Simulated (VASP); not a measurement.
# InSb (I4/mmm) in VASP: further runs

The runs below take InSb through single point, with PBEsol.

All numbers are computed with VASP 6.6.1; they aren't measurements. Logs are shortened: lines on timing, memory, paths and dates and some standing lists are left out, and cuts for length are marked.

## Step 1: The cell of the first run

It takes space group I4/mmm (No. 139, tetragonal). The conventional cell has a = 4.523 Å, b = 4.523 Å, c = 5.665 Å, α = 90.00°, β = 90.00°, γ = 90.00°. In (site symmetry 4/mmm) has 6 Sb at 2.83 to 3.20 Å within 3.7 Å. Within 3.7 Å of Sb (site symmetry 4/mmm) lie 6 In at 2.83 to 3.20 Å.

## Step 2: Single point, PBEsol (28.97 Å³/atom)

Input file INCAR:

```
PREC = Accurate ; ENCUT = 520
EDIFF = 1E-6 ; ISMEAR = 0
SIGMA = 0.15 ; LREAL = False
LASPH = True ; NELM = 80
ALGO = Normal ; ISIF = 2
LWAVE = False ; LCHARG = False
GGA = PS ; NBANDS = 16
```

Input file KPOINTS:

```
regular mesh
0
Gamma
  14 14 14
```

Input file POSCAR:

```
InSb
1.0
    0.0000000000      3.1981385716      2.8325913328
    3.1981385716      0.0000000000      2.8325913328
    3.1981385716      3.1981385716      0.0000000000
In Sb
1 1
Direct
    0.0000000000      0.0000000000      0.0000000000
    0.5000000000      0.5000000000      0.5000000000
```

Potentials or basis: VASP PAW PBE potentials, release 64 (In_d, Sb).

Run with:

```sh
$ cat potpaw_PBE.64/In_d/POTCAR potpaw_PBE.64/Sb/POTCAR > POTCAR
$ mpirun -np 1 vasp_std > vasp.out
```

OUTCAR:

```text
PREC = Accurate
   ENCUT = 520
   EDIFF = 1E-6
   ISMEAR = 0
   LREAL = False
   LASPH = True
   NELM = 80
   ISIF = 2
   GGA = PS

 ion  position               nearest neighbor table
   1  0.000  0.000  0.000-   2 2.83   2 2.83   2 3.20   2 3.20   2 3.20   2 3.20
   2  0.500  0.500  0.500-   1 2.83   1 2.83   1 3.20   1 3.20   1 3.20   1 3.20

  LATTYP: Found a body centered tetragonal cell.
 ALAT       =     4.5228509423
 C/A-ratio  =     1.2525689522

  Lattice vectors:

 A1 = (   0.0000000000,  -3.1981385716,  -2.8325913328)
 A2 = (   0.0000000000,   3.1981385716,  -2.8325913328)
 A3 = (   3.1981385716,   0.0000000000,   2.8325913328)

Analysis of symmetry for initial positions (statically):
=====================================================================
 Subroutine PRICEL returns:
 Original cell was already a primitive cell.

 Routine SETGRP: Setting up the symmetry group for a
 body centered tetragonal supercell.

 Subroutine GETGRP returns: Found 16 space group operations
 (whereof 16 operations were pure point group operations)
 out of a pool of 16 trial point group operations.

The static configuration has the point symmetry D_4h.

Analysis of symmetry for dynamics (positions and initial velocities):
=====================================================================
 Subroutine PRICEL returns:
 Original cell was already a primitive cell.

 Routine SETGRP: Setting up the symmetry group for a
 body centered tetragonal supercell.

 Subroutine GETGRP returns: Found 16 space group operations
 (whereof 16 operations were pure point group operations)
 out of a pool of 16 trial point group operations.

The dynamic configuration has the point symmetry D_4h.

 Subroutine INISYM returns: Found 16 space group operations
 (whereof 16 operations are pure point group operations),
 and found     1 'primitive' translations

----------------------------------------------------------------------------------------

                                     Primitive cell

  volume of cell :      57.9440

  direct lattice vectors                    reciprocal lattice vectors
     0.000000000  3.198138572  2.832591333    -0.156340943  0.156340943  0.176516815
     3.198138572  0.000000000  2.832591333     0.156340943 -0.156340943  0.176516815
     3.198138572  3.198138572  0.000000000     0.156340943  0.156340943 -0.176516815

  length of vectors
     4.272196623  4.272196623  4.522850942     0.282919011  0.282919011  0.282919011

  position of ions in fractional coordinates (direct lattice)
     0.000000000  0.000000000  0.000000000
     0.500000000  0.500000000  0.500000000

  ion indices of the primitive-cell ions
   primitive index   ion index
                 1           1
                 2           2

----------------------------------------------------------------------------------------

 KPOINTS: regular mesh

Automatic generation of k-mesh.
 Grid dimensions read from file:
 generate k-points for:   14   14   14

 Generating k-lattice:

  Cartesian coordinates                     Fractional coordinates (reciprocal lattice)
    -0.011167210  0.011167210  0.012608344     0.071428571  0.000000000  0.000000000
     0.011167210 -0.011167210  0.012608344     0.000000000  0.071428571  0.000000000
     0.011167210  0.011167210 -0.012608344     0.000000000  0.000000000  0.071428571

  Length of vectors
     0.020208501  0.020208501  0.020208501

  Shift w.r.t. Gamma in fractional coordinates (k-lattice)
     0.000000000  0.000000000  0.000000000

 Subroutine IBZKPT returns following result:
 ===========================================

 Found    244 irreducible k-points:

 Following reciprocal coordinates:
            Coordinates               Weight
  0.000000  0.000000  0.000000      1.000000
  0.071429  0.000000  0.000000      8.000000
  0.142857 -0.000000  0.000000      8.000000
  0.214286  0.000000  0.000000      8.000000
  0.285714  0.000000  0.000000      8.000000
  0.357143  0.000000  0.000000      8.000000
[... 16 lines left out ...]
  0.214286  0.142857  0.000000      8.000000
  0.285714  0.142857  0.000000      8.000000
 [... further k-points ...]
   k-points           NKPTS =    244   k-points in BZ     NKDIM =    244   number of bands    NBANDS=     16
   number of dos      NEDOS =    301   number of ions     NIONS =      2
   total plane-waves  NPLWV =  36864
   dimension x,y,z NGX =    32 NGY =   32 NGZ =   36
   dimension x,y,z NGXF=    64 NGYF=   64 NGZF=   72
   ions per type =               1   1
   NGX,Y,Z   is equivalent  to a cutoff of  12.45, 12.45, 13.23 a.u.
   NGXF,Y,Z  is equivalent  to a cutoff of  24.90, 24.90, 26.46 a.u.
 SYSTEM =  unknown system
   PREC   = accura    normal or accurate (medium, high low for compatibility)
   ISTART =      0    job   : 0-new  1-cont  2-samecut
   ICHARG =      2    charge: 1-file 2-atom 10-const
   ISPIN  =      1    spin polarized calculation?
   LNONCOLLINEAR =      F non collinear calculations
   LSORBIT =      F    spin-orbit coupling
   LASPH  =      T    aspherical Exc in radial PAW
   ENCUT  =  520.0 eV  38.22 Ry    6.18 a.u.   7.94  7.94  8.41*2*pi/ulx,y,z
   NELM   =     80;   NELMIN=  2; NELMDL= -5     # of ELM steps
   EDIFF  = 0.1E-05   stopping-criterion for ELM
   LREAL  =      F    real-space projection
   EDIFFG = 0.1E-04   stopping-criterion for IOM
   NSW    =      0    number of steps for IOM
   IBRION =     -1    ionic relax: 0-MD 1-quasi-New 2-CG
   NFREE  =      0    steps in history (QN), initial steepest desc. (CG)
   ISIF   =      2    stress and relaxation
   ISYM   =      2    0-nonsym 1-usesym 2-fastsym
   POTIM  = 0.5000    time-step for ionic-motion
   TEBEG  =    0.0;   TEEND  =   0.0 temperature during run
   PSTRESS=    0.0 pullay stress
   NELECT =      18.0000    total number of electrons
   NUPDOWN=      -1.0000    fix difference up-down
   EMIN   =  10.00;   EMAX   =-10.00  energy-range for DOS
   EFERMI =   0.00;   METHOD = LEGACY
   ISMEAR =     0;   SIGMA  =   0.15  broadening in eV -4-tet -1-fermi 0-gaus
   EFERMI_NEDOS =   21; number of points for ismear=-14 and -15
   IALGO  =     38    algorithm
   IMIX   =      4    mixing-type and parameters
     AMIX     =   0.40;   BMIX     =  1.00
     AMIX_MAG =   1.60;   BMIX_MAG =  1.00
  volume/ion in A,a.u.               =      28.97       195.51
  Fermi-wavevector in a.u.,A,eV,Ry     =   1.108739  2.095214 16.725686  1.229303
  Thomas-Fermi vector in A             =   2.245270
   LORBIT       =      0    0 simple, 1 ext, 2 COOP (PROOUT), +10 PAW based schemes
   GGA     = PS    functional components
   LHFCALC =     F    Hartree Fock is set to
   AEXX    =    0.0000 exact exchange contribution
   IVDW    =     0    specifies the selected vdW correction
   LEPSILON=     F    determine dielectric tensor
   LRPA    =     F    only Hartree local field effects (RPA)
 non-spin polarized calculation
 Gauss-broadening in eV      SIGMA  =   0.15
  energy-cutoff  :      520.00
  volume of cell :       57.94
 maximum number of plane-waves:      1583
   NGX = 15   NGY = 15   NGZ = 17

 number of electron      18.0000002 magnetization

 Free energy of the ion-electron system (eV)
  ---------------------------------------------------
  ext. energy  EPLUGINS =         0.00000000
  ---------------------------------------------------
  free energy    TOTEN  =        -7.35598081 eV

  energy without entropy =       -7.33965811  energy(sigma->0) =       -7.34781946

 E-fermi :   6.4469     XC(G=0):  -9.8488

 val. band max:        6.4418364500   @ k =  -0.1429   0.2143   0.0714
 cond. band min:       6.4544854777   @ k =  -0.2143   0.1429   0.0714
 fundamental gap:      0.0126490276
 Fermi energy:         6.4468842126

 k-point     1 :       0.0000    0.0000    0.0000
  band No.  band energies     occupation
      1      -7.9882      2.00000
      2      -7.9076      2.00000
      3      -7.9076      2.00000
      4      -7.8990      2.00000
      5      -7.8618      2.00000
      6      -4.5129      2.00000
[... 8 lines left out ...]
     15      13.1570      0.00000
     16      13.9093      0.00000

 k-point     2 :       0.0714    0.0000    0.0000
  band No.  band energies     occupation
      1      -7.9896      2.00000
      2      -7.9069      2.00000
      3      -7.9068      2.00000
      4      -7.8989      2.00000
      5      -7.8616      2.00000
      6      -4.4602      2.00000
[... 8 lines left out ...]
     15      13.0600      0.00000
     16      14.4643      0.00000

 k-point     3 :       0.1429   -0.0000    0.0000
  band No.  band energies     occupation
      1      -7.9935      2.00000
      2      -7.9079      2.00000
      3      -7.9052      2.00000
      4      -7.8955      2.00000
      5      -7.8611      2.00000
      6      -4.3032      2.00000
[... 8 lines left out ...]
     15      13.1817      0.00000
     16      13.7990      0.00000

 k-point     4 :       0.2143    0.0000    0.0000
  band No.  band energies     occupation
      1      -7.9994      2.00000
      2      -7.9123      2.00000
      3      -7.9031      2.00000
      4      -7.8876      2.00000
      5      -7.8601      2.00000
      6      -4.0470      2.00000
[... 8 lines left out ...]
     15      13.7076      0.00000
     16      13.7602      0.00000

 k-point     5 :       0.2857    0.0000    0.0000
  band No.  band energies     occupation
      1      -8.0063      2.00000
      2      -7.9179      2.00000
      3      -7.9013      2.00000
      4      -7.8783      2.00000
      5      -7.8584      2.00000
      6      -3.7042      2.00000
[... 8 lines left out ...]
     15      14.3910      0.00000
     16      14.5326      0.00000

 k-point     6 :       0.3571    0.0000    0.0000
  band No.  band energies     occupation
      1      -8.0128      2.00000
      2      -7.9230      2.00000
      3      -7.9002      2.00000
      4      -7.8697      2.00000
      5      -7.8564      2.00000
      6      -3.3064      2.00000
[... 8 lines left out ...]
     15      15.2591      0.00000
     16      15.5108      0.00000

 k-point     7 :       0.4286    0.0000    0.0000
  band No.  band energies     occupation
      1      -8.0174      2.00000
      2      -7.9266      2.00000
      3      -7.8998      2.00000
      4      -7.8637      2.00000
      5      -7.8548      2.00000
      6      -2.9344      2.00000
[... 8 lines left out ...]
     15      16.2183      0.00000
     16      16.6038      0.00000

 k-point     8 :       0.5000   -0.0000    0.0000
  band No.  band energies     occupation
      1      -8.0191      2.00000
      2      -7.9279      2.00000
      3      -7.8998      2.00000
      4      -7.8616      2.00000
      5      -7.8542      2.00000
      6      -2.7642      2.00000
[... 8 lines left out ...]
     15      16.1933      0.00000
     16      17.4949      0.00000

 k-point     9 :       0.0714    0.0714    0.0000
  band No.  band energies     occupation
      1      -7.9891      2.00000
      2      -7.9058      2.00000
      3      -7.9058      2.00000
      4      -7.8975      2.00000
      5      -7.8631      2.00000
      6      -4.4339      2.00000
[... 8 lines left out ...]
     15      13.0140      0.00000
     16      13.5159      0.00000
[... 172 lines left out ...]
 k-point    19 :      -0.2143    0.0714    0.0000
  band No.  band energies     occupation
      1      -8.0070      2.00000
      2      -7.9122      2.00000
      3      -7.9027      2.00000
      4      -7.8892      2.00000
      5      -7.8572      2.00000
      6      -3.9205      2.00000
[... 8 lines left out ...]
     15      14.1943      0.00000
     16      14.7487      0.00000

 k-point    20 :      -0.1429    0.0714    0.0000
  band No.  band energies     occupation
      1      -7.9994      2.00000
      2      -7.9068      2.00000
      3      -7.9050      2.00000
      4      -7.8978      2.00000
      5      -7.8586      2.00000
      6      -4.1982      2.00000
[... 8 lines left out ...]
     15      14.1801      0.00000
     16      14.8789      0.00000

 k-point    21 :      -0.0714    0.0714    0.0000
  band No.  band energies     occupation
      1      -7.9932      2.00000
      2      -7.9066      2.00000
      3      -7.9049      2.00000
      4      -7.9013      2.00000
      5      -7.8601      2.00000
      6      -4.3805      2.00000
[... 8 lines left out ...]
     15      13.7292      0.00000
     16      14.8343      0.00000

 k-point    22 :       0.1429    0.1429    0.0000
  band No.  band energies     occupation
      1      -7.9960      2.00000
      2      -7.9005      2.00000
      3      -7.9005      2.00000
      4      -7.8934      2.00000
      5      -7.8667      2.00000
      6      -4.1903      2.00000
[... 8 lines left out ...]
     15      14.2059      0.00000
     16      14.2059      0.00000

 k-point    23 :       0.2143    0.1429    0.0000
  band No.  band energies     occupation
      1      -8.0043      2.00000
      2      -7.9006      2.00000
      3      -7.8969      2.00000
      4      -7.8870      2.00000
      5      -7.8683      2.00000
      6      -3.9727      2.00000
[... 8 lines left out ...]
     15      14.7628      0.00000
     16      14.7773      0.00000

 k-point    24 :       0.2857    0.1429    0.0000
  band No.  band energies     occupation
      1      -8.0154      2.00000
      2      -7.9043      2.00000
      3      -7.8939      2.00000
      4      -7.8774      2.00000
      5      -7.8682      2.00000
      6      -3.6575      2.00000
[... 8 lines left out ...]
     15      15.3973      0.00000
     16      15.5063      0.00000

 [... further k-points ...]

------------------------ aborting loop because EDIFF is reached ----------------------------------------

  FORCE on cell =-STRESS in cart. coord.  units (eV):
  Direction    XX          YY          ZZ          XY          YZ          ZX
  --------------------------------------------------------------------------------------
  -------------------------------------------------------------------------------------
  Total       -1.7546930     -1.7546930      2.5976679      0.0000000     -0.0000000      0.0000000
  in kB      -48.5180417    -48.5180417     71.8266698      0.0000000     -0.0000000      0.0000000
  external PRESSURE =      -8.4031378 kB  Pullay stress =       0.0000000 kB

 VOLUME and BASIS-vectors are now :
 -----------------------------------------------------------------------------
  energy-cutoff  :      520.00
  volume of cell :       57.94
      direct lattice vectors                 reciprocal lattice vectors
     0.000000000  3.198138572  2.832591333    -0.156340943  0.156340943  0.176516815
     3.198138572  0.000000000  2.832591333     0.156340943 -0.156340943  0.176516815
     3.198138572  3.198138572  0.000000000     0.156340943  0.156340943 -0.176516815

 POSITION                                       TOTAL-FORCE (eV/Angst)
 -----------------------------------------------------------------------------------
      0.00000      0.00000      0.00000         0.000000     -0.000000      0.000000
      3.19814      3.19814      2.83259        -0.000000      0.000000     -0.000000
 -----------------------------------------------------------------------------------
    total drift:                                0.000000     -0.000000     -0.000000

  FREE ENERGIE OF THE ION-ELECTRON SYSTEM (eV)
  ---------------------------------------------------
  free  energy   TOTEN  =        -7.3559808096 eV

  energy  without entropy=       -7.3396581085  energy(sigma->0) =       -7.34781946
```

Wall time 91 s (1 thread of Intel Xeon Platinum 8488C (Sapphire Rapids), shared host); peak memory 0.37 GiB.

Results:

| Item | Value |
| --- | --- |
| Free energy | -7.3560 eV |
| Pressure | -0.8 GPa |
| Band gap on the k mesh | zero (bands 9 and 10 overlap by 2.99 eV) |

Caveat: the stress differs along the axes, from -5 to 7 GPa; the PAW data sets were made with another functional, which shifts forces and pressure a little; spin-orbit coupling is left out, which moves the levels of the heavy elements.

(Part 1 of 4 ends here.)
